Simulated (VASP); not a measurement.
Wanted: the native input for a VASP 6.6.1 run.

```
Task                   : single point
Functional             : PBE
Potentials or basis    : VASP PAW PBE potentials, release 64 (Pd)
Cutoff                 : 520 eV
k mesh                 : 14 × 14 × 7
Occupations            : fermi-dirac, width 0.05 eV
Spin                   : collinear spin
Starting moments       : [0.6, 0.6] μB
Dipole correction      : no
Further INCAR settings : ALGO = Normal; EDIFF = 1e-07; NBANDS = 21
```

The structure of Pd lies in POSCAR:

```
Pd
1.0
    2.8293070111      0.0000000000      0.0000000000
   -1.4146535056      2.4502517468      0.0000000000
    0.0000000000      0.0000000000      4.7047899813
Pd
2
Direct
    0.6666666667      0.3333333333      0.7500000000
    0.3333333333      0.6666666667      0.2500000000
```

This isn't the form of Pd at room conditions, which is fcc.

One way to write it, as run:

INCAR

```
SYSTEM = Pd
PREC = Accurate ; ENCUT = 520
EDIFF = 1E-7 ; ISMEAR = -1
SIGMA = 0.05 ; LREAL = .FALSE.
LASPH = .TRUE. ; NELM = 150
ALGO = Normal ; ISIF = 2
LWAVE = .FALSE. ; LCHARG = .FALSE.
ISPIN = 2 ; MAGMOM = 0.6 0.6
LORBIT = 11 ; LMAXMIX = 4
GGA = PE ; NBANDS = 21
```

KPOINTS

```
Automatic mesh
0
G
  14 14 7
  0 0 0
```

Potentials or basis: VASP PAW PBE potentials, release 64 (Pd).

Command:

```console
$ cat potpaw_PBE.64/Pd/POTCAR > POTCAR
$ mpirun -np 1 vasp_std > vasp.out
```

Results of the run:

```
Pressure                                              : -8.0 GPa
Net moment                                            : 0.81 μB per cell
Site moments                                          : Pd +0.41 μB
Valence electrons inside the program's atomic spheres : Pd 9.26
```

Caveat: the cell stands under tension.

Run time: 2.7 min on 1 thread of Intel Xeon 8259CL (shared host), peak memory 0.23 GiB.
